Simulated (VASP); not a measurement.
A run of VASP 6.6.1 is set up as follows.

INCAR

```
SYSTEM = RbCuS2
ALGO = Normal
EDIFF = 1E-6
ENCUT = 520
GGA = PE
ISIF = 2
ISMEAR = 0
LASPH = .True.
LCHARG = .False.
LREAL = .False.
LWAVE = .False.
NBANDS = 24
NELM = 60
PREC = Accurate
SIGMA = 0.1
```

The input KPOINTS:

```
k-points
0
Gamma
  10 10 10
  0 0 0
```

POSCAR

```
RbCuS2
1.0
    4.5379228604      0.0000000000      0.0000000000
    0.0000000000      4.5379228604      0.0000000000
    0.0000000000      0.0000000000      5.2335228970
Rb Cu S
1 1 2
Direct
    0.5000000000      0.5000000000      0.5000000000
    0.0000000000      0.0000000000      0.0000000000
    0.5000000000      0.0000000000      0.0000000000
    0.0000000000      0.5000000000      0.0000000000
```

Potentials or basis: VASP PAW PBE potentials, release 64 (Rb_sv, Cu, S).

Run with:

```console
$ cat potpaw_PBE.64/Rb_sv/POTCAR potpaw_PBE.64/Cu/POTCAR potpaw_PBE.64/S/POTCAR > POTCAR
$ mpirun -np 1 vasp_std > vasp.out
```

Q: Estimate the pressure.

A: 0.1 GPa.

Q: Predict the band gap on the k mesh.

A: Zero (bands 16 and 17 overlap by 1.69 eV).

With open d or f shells a metallic result of PBE can be an artefact of self-interaction; +U or a hybrid may open a gap.
